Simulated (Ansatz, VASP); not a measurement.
# One calculation of AlN, two programs

The input INCAR:

```
ALGO     = Normal         # electronic algorithm
EDIFF    = 1E-7           # SCF threshold, eV
ENCUT    = 520            # plane-wave cutoff, eV
GGA      = PE             # functional
ISIF     = 2              # what is computed and relaxed
ISMEAR   = 0              # smearing method
LASPH    = True           # aspherical terms in the spheres
LCHARG   = True           # write CHGCAR
LELF     = True           # ELF
LREAL    = False          # projectors in reciprocal space
LVHAR    = True         
LWAVE    = False          # write WAVECAR
NBANDS   = 11             # bands
NELM     = 100            # most SCF steps
PREC     = Accurate       # precision mode
SIGMA    = 0.02           # smearing width, eV
```

The input KPOINTS:

```
k-points
0
Gamma
  10 10 10
```

File POSCAR:

```
AlN
1.0
    0.0136312706      2.0950042201      2.1607801871
    2.1061940691      0.0119019303      2.1625095274
    2.0893889505      2.0799284418      0.0287070490
Al N
1 1
Direct
    0.5167803873      0.4999705090      0.4766627771
   -0.0167803873      0.0000294910      0.0233372229
```

Input for Ansatz:

```yaml
crystal:
  lattice:
    - [0.0136312706, 2.0950042201, 2.1607801871]
    - [2.1061940691, 0.0119019303, 2.1625095274]
    - [2.0893889505, 2.0799284418, 0.028707049]
  atoms:
    - { symbol: Al, position: [0.5167803873, 0.499970509, 0.4766627771] }
    - { symbol: "N", position: [-0.0167803873, 2.9491e-05, 0.0233372229] }
basis:
  ecutwfc: 420
kpoints:
  mp_grid: { grid: [10, 10, 10] }
hamiltonian:
  xc: pbe
scf:
  occupations: { method: gaussian, width: 0.02 }
output:
  forces: true
  stress: true
  eigenvalues: true
```

Change from the starting cell: all atoms moved at random, cell strained at random.

Alike in both runs: task single point; functional PBE; k mesh 10 × 10 × 10; occupations gaussian, width 0.02 eV; no spin polarisation.

```csv
,VASP,Ansatz
version,VASP 6.6.1,Ansatz 0.2.0
potentials or method,"VASP PAW PBE potentials, release 64 (Al, N), cutoff 520 eV","scalar-relativistic, plane waves, PAW"
valence electrons in the cell,8,8
```

Ansatz gave:

* gap on the k mesh at the Fermi level (eV): 3.18
* least direct gap on the mesh (eV): 3.78
* pressure (GPa): -19.1
* traceless stress, the component that is largest in VASP (GPa): -3.82
* rms of the force components (eV/Å): 0.259

Task: Which values does VASP return?

Result: gap on the k mesh at the Fermi level (eV): 3.16; least direct gap on the mesh (eV): 3.79; pressure (GPa): -19.3; traceless stress, the component that is largest in VASP (GPa): -3.82; rms of the force components (eV/Å): 0.258.

Atom by atom the forces differ by 0.001 eV/Å (rms over components).
